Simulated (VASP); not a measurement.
# TaN (Fm-3m) in VASP: single point with LDA

Aim: the single point of TaN with LDA.

All numbers are computed with VASP 6.6.1; they aren't measurements. Logs are shortened: lines on timing, memory, paths and dates and some standing lists are left out, and cuts for length are marked.

### 1 The cell of the first run

Symmetry: Fm-3m, No. 225, cubic system. Conventional cell: a = 4.358 Å, b = 4.358 Å, c = 4.358 Å, α = 90.00°, β = 90.00°, γ = 90.00°. Ta (site symmetry m-3m) has 6 N at 2.18 Å within 2.9 Å. Within 2.9 Å of N (site symmetry m-3m) lie 6 Ta at 2.18 Å.

### 2 Single point, LDA, non-collinear spin, zero start, spin-orbit coupling

Input file INCAR:

```
SYSTEM = TaN
PREC     = Accurate       ! precision mode
ENCUT    = 700            ! plane-wave cutoff, eV
EDIFF    = 1E-6           ! SCF threshold, eV
ISMEAR   = 0              ! smearing method
SIGMA    = 0.05           ! smearing width, eV
LREAL    = .False.        ! projectors in reciprocal space
LASPH    = .True.         ! aspherical terms in the spheres
NELM     = 200            ! most SCF steps
ALGO     = Normal         ! electronic algorithm
ISIF     = 2              ! what is computed and relaxed
LWAVE    = .False.        ! write WAVECAR
LCHARG   = .False.        ! write CHGCAR
MAGMOM   = 0 0 0 0 0 0    ! initial moments
LORBIT   = 11             ! projections on sites
LSORBIT  = .True.         ! spin-orbit coupling
GGA_COMPAT= .False.      
LORBMOM  = .True.       
LMAXMIX  = 4              ! l up to which the mixer works
NBANDS   = 30             ! bands
```

Input file KPOINTS:

```
Automatic mesh
0
Gamma
  8 8 8
  0 0 0
```

Input file POSCAR:

```
TaN
1.0
    0.0000000000      2.1790013101      2.1790013101
    2.1790013101      0.0000000000      2.1790013101
    2.1790013101      2.1790013101      0.0000000000
Ta N
1 1
Direct
    0.5000000000      0.5000000000      0.5000000000
    0.0000000000      0.0000000000      0.0000000000
```

Potentials or basis: VASP PAW LDA potentials, release 64 (Ta_sv_GW, N).

On the command line:

```console
$ cat potpaw_LDA.64/Ta_sv_GW/POTCAR potpaw_LDA.64/N/POTCAR > POTCAR
$ mpirun -np 1 vasp_ncl > vasp.out
```

OUTCAR:

```text
SYSTEM = TaN
   PREC = Accurate
   ENCUT = 700
   EDIFF = 1E-6
   ISMEAR = 0
   LREAL = .False.
   LASPH = .True.
   NELM = 200
   ISIF = 2
   LORBIT = 11
   LSORBIT = .True.

 ion  position               nearest neighbor table
   1  0.500  0.500  0.500-   2 2.18   2 2.18   2 2.18   2 2.18   2 2.18   2 2.18
   2  0.000  0.000  0.000-   1 2.18   1 2.18   1 2.18   1 2.18   1 2.18   1 2.18

  LATTYP: Found a face centered cubic cell.
 ALAT       =     4.3580026202

  Lattice vectors:

 A1 = (   0.0000000000,   2.1790013101,   2.1790013101)
 A2 = (   2.1790013101,   0.0000000000,   2.1790013101)
 A3 = (   2.1790013101,   2.1790013101,   0.0000000000)

Analysis of symmetry for initial positions (statically):
=====================================================================
 Subroutine PRICEL returns:
 Original cell was already a primitive cell.

 Routine SETGRP: Setting up the symmetry group for a
 face centered cubic supercell.

 Subroutine GETGRP returns: Found 48 space group operations
 (whereof 48 operations were pure point group operations)
 out of a pool of 48 trial point group operations.

The static configuration has the point symmetry O_h .

Analysis of symmetry for dynamics (positions and initial velocities):
=====================================================================
 Subroutine PRICEL returns:
 Original cell was already a primitive cell.

 Routine SETGRP: Setting up the symmetry group for a
 face centered cubic supercell.

 Subroutine GETGRP returns: Found 48 space group operations
 (whereof 48 operations were pure point group operations)
 out of a pool of 48 trial point group operations.

The dynamic configuration has the point symmetry O_h .

Analysis of structural, dynamic, and magnetic symmetry:
=====================================================================
 Subroutine PRICEL returns:
 Original cell was already a primitive cell.

 Routine SETGRP: Setting up the symmetry group for a
 face centered cubic supercell.

 Subroutine GETGRP returns: Found 48 space group operations
 (whereof 48 operations were pure point group operations)
 out of a pool of 48 trial point group operations.

The overall configuration has the point symmetry O_h .

 Subroutine INISYM returns: Found 48 space group operations
 (whereof 48 operations are pure point group operations),
 and found     1 'primitive' translations

----------------------------------------------------------------------------------------

                                     Primitive cell

  volume of cell :      20.6920

  direct lattice vectors                    reciprocal lattice vectors
     0.000000000  2.179001310  2.179001310    -0.229462918  0.229462918  0.229462918
     2.179001310  0.000000000  2.179001310     0.229462918 -0.229462918  0.229462918
     2.179001310  2.179001310  0.000000000     0.229462918  0.229462918 -0.229462918

  length of vectors
     3.081573205  3.081573205  3.081573205     0.397441433  0.397441433  0.397441433

  position of ions in fractional coordinates (direct lattice)
     0.500000000  0.500000000  0.500000000
     0.000000000  0.000000000  0.000000000

  ion indices of the primitive-cell ions
   primitive index   ion index
                 1           1
                 2           2

----------------------------------------------------------------------------------------

 KPOINTS: Automatic mesh

Automatic generation of k-mesh.
 Grid dimensions read from file:
 generate k-points for:    8    8    8

 Generating k-lattice:

  Cartesian coordinates                     Fractional coordinates (reciprocal lattice)
    -0.028682865  0.028682865  0.028682865     0.125000000  0.000000000  0.000000000
     0.028682865 -0.028682865  0.028682865     0.000000000  0.125000000  0.000000000
     0.028682865  0.028682865 -0.028682865     0.000000000  0.000000000  0.125000000

  Length of vectors
     0.049680179  0.049680179  0.049680179

  Shift w.r.t. Gamma in fractional coordinates (k-lattice)
     0.000000000  0.000000000  0.000000000

 Subroutine IBZKPT returns following result:
 ===========================================

 Found     29 irreducible k-points:

 Following reciprocal coordinates:
            Coordinates               Weight
  0.000000  0.000000  0.000000      1.000000
[... 61 lines left out ...]
     AMIX     =   0.40;   BMIX     =  1.00
     AMIX_MAG =   1.60;   BMIX_MAG =  1.00
  volume/ion in A,a.u.               =      10.35        69.82
  Fermi-wavevector in a.u.,A,eV,Ry     =   1.562781  2.953228 33.229306  2.442285
  Thomas-Fermi vector in A             =   2.665649
   LORBIT       =     11    0 simple, 1 ext, 2 COOP (PROOUT), +10 PAW based schemes
   GGA     = CA    functional components
   LHFCALC =     F    Hartree Fock is set to
   AEXX    =    0.0000 exact exchange contribution
   IVDW    =     0    specifies the selected vdW correction
   LEPSILON=     F    determine dielectric tensor
   LRPA    =     F    only Hartree local field effects (RPA)
 Gauss-broadening in eV      SIGMA  =   0.05
  energy-cutoff  :      700.00
  volume of cell :       20.69
 maximum number of plane-waves:      1786
   NGX = 13   NGY = 13   NGZ = 13

 number of electron      18.0000000 magnetization       0.0000000      0.0000000      0.0000000

 number of electron      18.0000000 magnetization       0.0000000     -0.0000000     -0.0000000

 number of electron      18.0000000 magnetization      -0.0000000      0.0000000      0.0000000

 Free energy of the ion-electron system (eV)
  ---------------------------------------------------
  ext. energy  EPLUGINS =         0.00000000
  ---------------------------------------------------
  free energy    TOTEN  =       -28.05299577 eV

  energy without entropy =      -28.05201425  energy(sigma->0) =      -28.05250501

 E-fermi :  13.8996     XC(G=0): -14.2205

 val. band max:       13.8659960859   @ k =  -0.1250   0.1250   0.0000
 cond. band min:      13.9614642717   @ k =   0.0000   0.0000   0.0000
 fundamental gap:      0.0954681858
 Fermi energy:        13.8996327256

 k-point     1 :       0.0000    0.0000    0.0000
  band No.  band energies     occupation
      1     -55.1512      1.00000
      2     -55.1512      1.00000
      3     -27.1876      1.00000
      4     -27.1876      1.00000
      5     -19.0928      1.00000
      6     -19.0928      1.00000
[... 781 lines left out ...]
     29      24.4717      0.00000
     30      24.4717      0.00000

 [... further k-points ...]

------------------------ aborting loop because EDIFF is reached ----------------------------------------

  FORCE on cell =-STRESS in cart. coord.  units (eV):
  Direction    XX          YY          ZZ          XY          YZ          ZX
  --------------------------------------------------------------------------------------
  -------------------------------------------------------------------------------------
  Total       -0.1091753     -0.1091753     -0.1091753      0.0000000     -0.0000000      0.0000000
  in kB       -8.4534207     -8.4534207     -8.4534207      0.0000000     -0.0000000      0.0000000
  external PRESSURE =      -8.4534207 kB  Pullay stress =       0.0000000 kB

 VOLUME and BASIS-vectors are now :
 -----------------------------------------------------------------------------
  energy-cutoff  :      700.00
  volume of cell :       20.69
      direct lattice vectors                 reciprocal lattice vectors
     0.000000000  2.179001310  2.179001310    -0.229462918  0.229462918  0.229462918
     2.179001310  0.000000000  2.179001310     0.229462918 -0.229462918  0.229462918
     2.179001310  2.179001310  0.000000000     0.229462918  0.229462918 -0.229462918

 POSITION                                       TOTAL-FORCE (eV/Angst)
 -----------------------------------------------------------------------------------
      2.17900      2.17900      2.17900         0.000000      0.000000      0.000000
      0.00000      0.00000      0.00000         0.000000      0.000000     -0.000000
 -----------------------------------------------------------------------------------
    total drift:                                0.000000      0.000000      0.000000

  FREE ENERGIE OF THE ION-ELECTRON SYSTEM (eV)
  ---------------------------------------------------
  free  energy   TOTEN  =       -28.0529957745 eV

  energy  without entropy=      -28.0520142535  energy(sigma->0) =      -28.05250501

 orbital moment (x)

 # of ion     p       d       f       tot
 ------------------------------------------------
  1         0.000  -0.000   0.000  -0.000
  2         0.000   0.000   0.000   0.000
 ------------------------------------------------
            0.000  -0.000   0.000  -0.000

 orbital moment (y)

 # of ion     p       d       f       tot
 ------------------------------------------------
  1         0.000   0.000   0.000   0.000
  2         0.000   0.000   0.000   0.000
 ------------------------------------------------
            0.000   0.000   0.000   0.000

 orbital moment (z)

 # of ion     p       d       f       tot
 ------------------------------------------------
  1         0.000   0.000   0.000   0.000
  2         0.000   0.000   0.000   0.000
 ------------------------------------------------
            0.000   0.000   0.000   0.000

 Spin-Orbit-Coupling matrix elements

 Ion:    1  E_soc:     -2.8134292
 l=   1
     0.0000000    -0.4509935    -0.4509935
    -0.4509935     0.0000000    -0.4509935
    -0.4509935    -0.4509935     0.0000000
 l=   2
     0.0000000    -0.0049643     0.0000000    -0.0049643    -0.0129068
    -0.0049643     0.0000000    -0.0096801    -0.0049643    -0.0032267
     0.0000000    -0.0096801     0.0000000    -0.0096801     0.0000000
    -0.0049643    -0.0049643    -0.0096801     0.0000000    -0.0032267
    -0.0129068    -0.0032267     0.0000000    -0.0032267     0.0000000
 l=   3
     0.0000000     0.0000001     0.0000000     0.0000000     0.0000000     0.0000012    -0.0000471
     0.0000001     0.0000000     0.0000001     0.0000000     0.0000001     0.0000001     0.0000001
     0.0000000     0.0000001     0.0000000    -0.0000313     0.0000068    -0.0000102     0.0000000
     0.0000000     0.0000000    -0.0000313     0.0000000    -0.0000313     0.0000000     0.0000000
     0.0000000     0.0000001     0.0000068    -0.0000313     0.0000000    -0.0000102     0.0000000
     0.0000012     0.0000001    -0.0000102     0.0000000    -0.0000102     0.0000000     0.0000012
    -0.0000471     0.0000001     0.0000000     0.0000000     0.0000000     0.0000012     0.0000000

 Ion:    2  E_soc:     -0.0004939
 l=   1
     0.0000000    -0.0000823    -0.0000823
    -0.0000823     0.0000000    -0.0000823
    -0.0000823    -0.0000823     0.0000000
 l=   2
     0.0000000     0.0000000     0.0000000     0.0000000     0.0000000
     0.0000000     0.0000000     0.0000000     0.0000000     0.0000000
     0.0000000     0.0000000     0.0000000     0.0000000     0.0000000
     0.0000000     0.0000000     0.0000000     0.0000000     0.0000000
     0.0000000     0.0000000     0.0000000     0.0000000     0.0000000
 l=   3
     0.0000000     0.0000000     0.0000000     0.0000000     0.0000000     0.0000000     0.0000000
     0.0000000     0.0000000     0.0000000     0.0000000     0.0000000     0.0000000     0.0000000
     0.0000000     0.0000000     0.0000000     0.0000000     0.0000000     0.0000000     0.0000000
     0.0000000     0.0000000     0.0000000     0.0000000     0.0000000     0.0000000     0.0000000
     0.0000000     0.0000000     0.0000000     0.0000000     0.0000000     0.0000000     0.0000000
     0.0000000     0.0000000     0.0000000     0.0000000     0.0000000     0.0000000     0.0000000
     0.0000000     0.0000000     0.0000000     0.0000000     0.0000000     0.0000000     0.0000000

 total charge

# of ion       s       p       d       f       tot
--------------------------------------------------
    1        3.008   6.046   2.475   0.144  11.673
    2        1.213   2.526   0.000   0.000   3.739
--------------------------------------------------
tot          4.221   8.572   2.475   0.144  15.412

 magnetization (x)

# of ion       s       p       d       f       tot
--------------------------------------------------
    1        0.000   0.000   0.000   0.000   0.000
    2       -0.000   0.000   0.000   0.000   0.000
--------------------------------------------------
tot         -0.000   0.000   0.000   0.000   0.000

 magnetization (y)

# of ion       s       p       d       f       tot
--------------------------------------------------
    1        0.000   0.000   0.000  -0.000   0.000
    2       -0.000  -0.000   0.000   0.000  -0.000
--------------------------------------------------
tot          0.000  -0.000   0.000  -0.000   0.000

 magnetization (z)

# of ion       s       p       d       f       tot
--------------------------------------------------
    1       -0.000   0.000   0.000   0.000  -0.000
    2        0.000  -0.000   0.000   0.000  -0.000
--------------------------------------------------
tot         -0.000  -0.000   0.000   0.000  -0.000
```

It took 79 s on 1 thread of Intel Xeon Platinum 8259CL at 2.50GHz (Skylake/Cascade Lake), shared host; peak memory 0.23 GiB.

Results:

- Free energy: -28.0530 eV
- Pressure: -0.8 GPa
- Net moment: 0.00 μB per cell
- Valence electrons inside the program's atomic spheres: Ta 11.67; N 3.74

Moments on the atoms (μB; x, y, z):
```
Ta  0.00 0.00 0.00
N   0.00 0.00 0.00
```
